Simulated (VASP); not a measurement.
Write the native input for VASP 6.6.1 that does the following.

| Quantity | Value |
| --- | --- |
| Task | single point |
| Functional | PBE |
| Potentials or basis | VASP PAW PBE potentials, release 64 (Ga_d) |
| Cutoff | 500 eV |
| k mesh | 13 × 13 × 11 |
| Occupations | fermi-dirac, width 0.1 eV |
| Spin | no spin polarisation |
| Dipole correction | no |
| Further INCAR settings | ALGO = Normal; EDIFF = 1e-06; NBANDS = 20 |

The structure of Ga lies in POSCAR:

```
Ga
1.0
    1.3969986710     -4.1254087945     -0.0174243585
    1.3969986710      4.1254087945     -0.0174243585
   -0.1605924715      0.0000000000      3.3344909281
Ga
2
Direct
    0.8668376019      0.1331623981      0.2500000000
    0.1331623981      0.8668376019      0.7500000000
```

One way to write it, as run:

INCAR

```
PREC = Accurate ; ENCUT = 500
EDIFF = 1E-6 ; ISMEAR = -1
SIGMA = 0.1 ; LREAL = F
LASPH = T ; NELM = 120
ALGO = Normal ; ISIF = 2
LWAVE = F ; LCHARG = T
GGA = PE ; LELF = T
LVHAR = T ; NBANDS = 20
GGA_COMPAT = F
```

KPOINTS

```
regular mesh
0
Gamma
  13 13 11
```

Potentials or basis: VASP PAW PBE potentials, release 64 (Ga_d).

Command:

```bash
$ cat potpaw_PBE.64/Ga_d/POTCAR > POTCAR
$ mpirun -np 1 vasp_std > vasp.out
```

Results of the run:

The pressure is -0.1 GPa and the largest force is 0.009 eV/Å. The band gap on the k mesh is zero (band 13 reaches 9.42 eV, above the bottom of band 14 at 1.65 eV).

Run time: 3 min on 1 thread of Intel Xeon 6975P-C, on a shared host, peak memory 0.4 GiB.
